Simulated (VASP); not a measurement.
# VCoC6N6 (Fm-3m) in VASP: single point with PBE

Aim: the single point of VCoC6N6 with PBE.

Everything below comes from runs of VASP 6.6.1. Logs are shortened: lines on timing, memory, paths and dates and some standing lists are left out, and cuts for length are marked.

### 1 The cell of the first run

Symmetry: Fm-3m, No. 225, cubic system. The conventional cell has a = 10.189 Å, b = 10.189 Å, c = 10.189 Å, α = 90.00°, β = 90.00°, γ = 90.00°. V (site symmetry m-3m) has 6 C at 1.92 Å within 2.5 Å. Co (site symmetry m-3m) has 6 N at 2.01 Å within 2.7 Å. Within 1.6 Å of C (site symmetry 4mm) lie 1 N at 1.17 Å. N (site symmetry 4mm) has 1 C at 1.17 Å within 1.6 Å.

### 2 Single point, PBE, collinear spin, ferromagnetic start

INCAR

```
PREC = Accurate
ENCUT = 520
EDIFF = 1E-6
ISMEAR = 0
SIGMA = 0.1
LREAL = False
LASPH = True
NELM = 150
ALGO = Normal
ISIF = 2
LWAVE = False
LCHARG = False
ISPIN = 2
MAGMOM = 2 3 0 0 0 0 0 0 0 0 0 0 0 0
LORBIT = 11
LMAXMIX = 4
GGA = PE
NBANDS = 55
```

KPOINTS

```
regular mesh
0
Gamma
  4 4 4
```

POSCAR

```
VCoC6N6
1.0
    0.0000000000      5.0945000000      5.0945000000
    5.0945000000      0.0000000000      5.0945000000
    5.0945000000      5.0945000000      0.0000000000
V Co C N
1 1 6 6
Direct
    0.0000000000      0.0000000000      0.0000000000
    0.5000000000      0.5000000000      0.5000000000
    0.8118559200      0.1881440800      0.1881440800
    0.1881440800      0.8118559200      0.1881440800
    0.1881440800      0.1881440800      0.8118559200
    0.1881440800      0.8118559200      0.8118559200
    0.8118559200      0.1881440800      0.8118559200
    0.8118559200      0.8118559200      0.1881440800
    0.6970262000      0.3029738000      0.3029738000
    0.3029738000      0.6970262000      0.3029738000
    0.3029738000      0.3029738000      0.6970262000
    0.3029738000      0.6970262000      0.6970262000
    0.6970262000      0.3029738000      0.6970262000
    0.6970262000      0.6970262000      0.3029738000
```

Potentials or basis: VASP PAW PBE potentials, release 64 (V_sv, Co, C, N).

On the command line:

```sh
$ cat potpaw_PBE.64/V_sv/POTCAR potpaw_PBE.64/Co/POTCAR potpaw_PBE.64/C/POTCAR potpaw_PBE.64/N/POTCAR > POTCAR
$ mpirun -np 1 vasp_std > vasp.out
```

OUTCAR:

```text
PREC = Accurate
   ENCUT = 520
   EDIFF = 1E-6
   ISMEAR = 0
   LREAL = False
   LASPH = True
   NELM = 150
   ISIF = 2
   ISPIN = 2
   LORBIT = 11
   GGA = PE

 ion  position               nearest neighbor table
   1  0.000  0.000  0.000-   3 1.92   4 1.92   5 1.92   6 1.92   7 1.92   8 1.92
   2  0.500  0.500  0.500-   9 2.01  10 2.01  11 2.01  12 2.01  13 2.01  14 2.01
   3  0.812  0.188  0.188-   9 1.17   1 1.92
   4  0.188  0.812  0.188-  10 1.17   1 1.92
   5  0.188  0.188  0.812-  11 1.17   1 1.92
   6  0.188  0.812  0.812-  12 1.17   1 1.92
   7  0.812  0.188  0.812-  13 1.17   1 1.92
   8  0.812  0.812  0.188-  14 1.17   1 1.92
   9  0.697  0.303  0.303-   3 1.17   2 2.01
  10  0.303  0.697  0.303-   4 1.17   2 2.01
  11  0.303  0.303  0.697-   5 1.17   2 2.01
  12  0.303  0.697  0.697-   6 1.17   2 2.01
  13  0.697  0.303  0.697-   7 1.17   2 2.01
  14  0.697  0.697  0.303-   8 1.17   2 2.01

  LATTYP: Found a face centered cubic cell.
 ALAT       =    10.1890000000

  Lattice vectors:

 A1 = (   0.0000000000,   5.0945000000,   5.0945000000)
 A2 = (   5.0945000000,   0.0000000000,   5.0945000000)
 A3 = (   5.0945000000,   5.0945000000,   0.0000000000)

Analysis of symmetry for initial positions (statically):
=====================================================================
 Subroutine PRICEL returns:
 Original cell was already a primitive cell.

 Routine SETGRP: Setting up the symmetry group for a
 face centered cubic supercell.

 Subroutine GETGRP returns: Found 48 space group operations
 (whereof 48 operations were pure point group operations)
 out of a pool of 48 trial point group operations.

The static configuration has the point symmetry O_h .

Analysis of symmetry for dynamics (positions and initial velocities):
=====================================================================
 Subroutine PRICEL returns:
 Original cell was already a primitive cell.

 Routine SETGRP: Setting up the symmetry group for a
 face centered cubic supercell.

 Subroutine GETGRP returns: Found 48 space group operations
 (whereof 48 operations were pure point group operations)
 out of a pool of 48 trial point group operations.

[... 176 lines left out ...]

 spin component 1

 k-point     1 :       0.0000    0.0000    0.0000
  band No.  band energies     occupation
      1     -65.2620      1.00000
      2     -39.2007      1.00000
      3     -39.2007      1.00000
      4     -39.2007      1.00000
      5     -18.9141      1.00000
      6     -18.6245      1.00000
[... 413 lines left out ...]
     49       4.4152      0.00000
     50       4.4152      0.00000
 Fermi energy:        -1.1000584701

 spin component 2

 k-point     1 :       0.0000    0.0000    0.0000
  band No.  band energies     occupation
      1     -64.0023      1.00000
      2     -37.9502      1.00000
      3     -37.9502      1.00000
      4     -37.9502      1.00000
      5     -18.8322      1.00000
      6     -18.5452      1.00000
[... 413 lines left out ...]
     49       4.9445      0.00000
     50       4.9445      0.00000
 [bands above 50 left out]

------------------------ aborting loop because EDIFF is reached ----------------------------------------

  FORCE on cell =-STRESS in cart. coord.  units (eV):
  Direction    XX          YY          ZZ          XY          YZ          ZX
  --------------------------------------------------------------------------------------
  -------------------------------------------------------------------------------------
  Total        5.0962500      5.0962500      5.0962500     -0.0000000      0.0000000     -0.0000000
  in kB       30.8763970     30.8763970     30.8763970     -0.0000000      0.0000000     -0.0000000
  external PRESSURE =      30.8763970 kB  Pullay stress =       0.0000000 kB

 VOLUME and BASIS-vectors are now :
 -----------------------------------------------------------------------------
  energy-cutoff  :      520.00
  volume of cell :      264.44
      direct lattice vectors                 reciprocal lattice vectors
     0.000000000  5.094500000  5.094500000    -0.098145058  0.098145058  0.098145058
     5.094500000  0.000000000  5.094500000     0.098145058 -0.098145058  0.098145058
     5.094500000  5.094500000  0.000000000     0.098145058  0.098145058 -0.098145058

 POSITION                                       TOTAL-FORCE (eV/Angst)
 -----------------------------------------------------------------------------------
      0.00000      0.00000      0.00000        -0.000000      0.000000      0.000000
      5.09450      5.09450      5.09450        -0.000000      0.000000      0.000000
      1.91700      5.09450      5.09450         2.342831      0.000000      0.000000
      5.09450      1.91700      5.09450        -0.000000      2.342831      0.000000
      5.09450      5.09450      1.91700        -0.000000      0.000000      2.342831
      8.27200      5.09450      5.09450        -2.342831      0.000000      0.000000
      5.09450      8.27200      5.09450        -0.000000     -2.342831      0.000000
      5.09450      5.09450      8.27200        -0.000000      0.000000     -2.342831
      3.08700      5.09450      5.09450         1.974122      0.000000      0.000000
      5.09450      3.08700      5.09450        -0.000000      1.974122      0.000000
      5.09450      5.09450      3.08700        -0.000000      0.000000      1.974122
      7.10200      5.09450      5.09450        -1.974122      0.000000      0.000000
      5.09450      7.10200      5.09450        -0.000000     -1.974122      0.000000
      5.09450      5.09450      7.10200        -0.000000      0.000000     -1.974122
 -----------------------------------------------------------------------------------
    total drift:                               -0.000000      0.000000      0.000000

  FREE ENERGIE OF THE ION-ELECTRON SYSTEM (eV)
  ---------------------------------------------------
  free  energy   TOTEN  =      -114.2174364267 eV

  energy  without entropy=     -114.1580803392  energy(sigma->0) =     -114.18775838

 total charge

# of ion       s       p       d       tot
------------------------------------------
    1        2.367   6.543   3.210  12.119
    2        0.364   0.574   7.071   8.009
    3        0.976   1.642   0.000   2.618
    4        0.976   1.642   0.000   2.618
    5        0.976   1.642   0.000   2.618
    6        0.976   1.642   0.000   2.618
    7        0.976   1.642   0.000   2.618
    8        0.976   1.642   0.000   2.618
    9        1.292   2.569   0.000   3.862
   10        1.292   2.569   0.000   3.862
   11        1.292   2.569   0.000   3.862
   12        1.292   2.569   0.000   3.862
   13        1.292   2.569   0.000   3.862
   14        1.292   2.569   0.000   3.862
--------------------------------------------------
tot         16.340  32.386  10.280  59.007

 magnetization (x)

# of ion       s       p       d       tot
------------------------------------------
    1        0.013   0.022   1.273   1.308
    2       -0.002  -0.004   0.042   0.037
    3       -0.007  -0.022   0.000  -0.029
    4       -0.007  -0.022   0.000  -0.029
    5       -0.007  -0.022   0.000  -0.029
    6       -0.007  -0.022   0.000  -0.029
    7       -0.007  -0.022   0.000  -0.029
    8       -0.007  -0.022   0.000  -0.029
    9        0.003   0.076   0.000   0.079
   10        0.003   0.076   0.000   0.079
   11        0.003   0.076   0.000   0.079
   12        0.003   0.076   0.000   0.079
   13        0.003   0.076   0.000   0.079
   14        0.003   0.076   0.000   0.079
--------------------------------------------------
tot         -0.014   0.345   1.316   1.647
```

It took 9.8 min on 1 thread of Intel Xeon 6975P-C (Granite Rapids), shared host; peak memory 0.63 GiB.

What came out:

```yaml
Free_energy: -114.2174 eV
Pressure: 3.1 GPa
Largest_force: 2.343 eV/Å
Band_gap_on_the_k_mesh: zero (filled and empty bands overlap)
Net_moment: 2.00 μB per cell
Site_moments: V +1.31; Co +0.04; C -0.03; N +0.08 μB
Valence_electrons_inside_the_program's_atomic_spheres: V 12.12; Co 8.01; C 2.62; N 3.86
```

Forces on the atoms (eV/Å):
```
V    0.000  0.000  0.000
Co   0.000  0.000  0.000
C    2.343  0.000  0.000
C    0.000  2.343  0.000
C    0.000  0.000  2.343
C   -2.343  0.000  0.000
C    0.000 -2.343  0.000
C    0.000  0.000 -2.343
N    1.974  0.000  0.000
N    0.000  1.974  0.000
N    0.000  0.000  1.974
N   -1.974  0.000  0.000
N    0.000 -1.974  0.000
N    0.000  0.000 -1.974
```

Caveat: a cell with one magnetic atom can't hold antiferromagnetic order, which such compounds often take; forces of over 1 eV/Å act on the atoms, so gaps and moduli don't describe the material at rest. With open d or f shells a metallic result of PBE can be an artefact of self-interaction; +U or a hybrid may open a gap.
